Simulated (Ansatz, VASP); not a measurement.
**One calculation of C, two programs**

```
CELL_PARAMETERS angstrom
1.22803 0.70900 3.34701
-1.22803 0.70900 3.34701
0.00000 -1.41800 3.34701
ATOMIC_POSITIONS crystal
C 0.04270 0.21544 0.27867
C 0.83600 0.83600 0.83600
```

Alike in both runs: task single point; functional LDA; k mesh 12 × 12 × 12; occupations gaussian, width 0.05 eV; no spin polarisation.

```csv
,VASP,Ansatz
version,VASP 6.6.1,Ansatz 0.2.0
potentials or method,"VASP PAW LDA potentials, release 64 (C), cutoff 520 eV","scalar-relativistic, plane waves, PAW"
valence electrons in the cell,8,8
```

VASP gave:

* gap on the k mesh at the Fermi level (eV): none
* pressure (GPa): 26.4
* traceless stress, the component that is largest in VASP (GPa): 44.20
* rms of the force components (eV/Å): 6.353

Problem. Which values does Ansatz return?

Solution. gap on the k mesh at the Fermi level (eV): none; pressure (GPa): 26.0; traceless stress, the component that is largest in VASP (GPa): 43.71; rms of the force components (eV/Å): 6.350.

LDA's correlation is that of Perdew and Zunger in VASP and of Perdew and Wang (1992) in Ansatz. Atom by atom the forces differ by 0.018 eV/Å (rms over components). A gap of «none» marks a metal or a gap that the smearing closes.
